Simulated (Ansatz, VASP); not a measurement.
Two plane-wave programs on InSe

```
In Se
1.0
     4.04733    0.00000    0.00000
    -2.02366    3.50509    0.00000
     0.00000    0.00000   18.05206
In Se
4 4
Direct
  0.33333 0.66667 0.07739
  0.33333 0.66667 0.92261
  0.00000 0.00000 0.42261
  0.00000 0.00000 0.57739
  0.33333 0.66667 0.35298
  0.33333 0.66667 0.64702
  0.66667 0.33333 0.14700
  0.66667 0.33333 0.85300
```

Alike in both runs: functional r2SCAN; k mesh 8 × 8 × 2; occupations fermi-dirac, width 0.05 eV; no spin polarisation.

|  | VASP | Ansatz |
| --- | --- | --- |
| version | VASP 6.6.1 | Ansatz 0.2.0 |
| potentials or method | VASP PAW PBE potentials, release 64 (In_d, Se) | Ansatz PAW |
| plane-wave cutoff (eV) | 520 | 500 |
| valence electrons in the cell | 76 | 116 |
| task | single point | band structure |

Ansatz gave:

- gap on the k mesh at the Fermi level (eV): 1.14
- least direct gap on the mesh (eV): 1.14
- pressure (GPa): -0.1
- traceless stress, the component that is largest in VASP (GPa): 0.04
- rms of the force components (eV/Å): 0.015

**Question.** Estimate VASP's values.

**Answer.** gap on the k mesh at the Fermi level (eV): 1.13; least direct gap on the mesh (eV): 1.13; pressure (GPa): -0.1; traceless stress, the component that is largest in VASP (GPa): 0.05; rms of the force components (eV/Å): 0.019.

VASP's potentials were made for PBE, not for r2SCAN. Atom by atom the forces differ by 0.007 eV/Å (rms over components). VASP's potentials hold 76 valence electrons a cell and Ansatz's 116, so a difference there can come from the potentials and not from the codes.
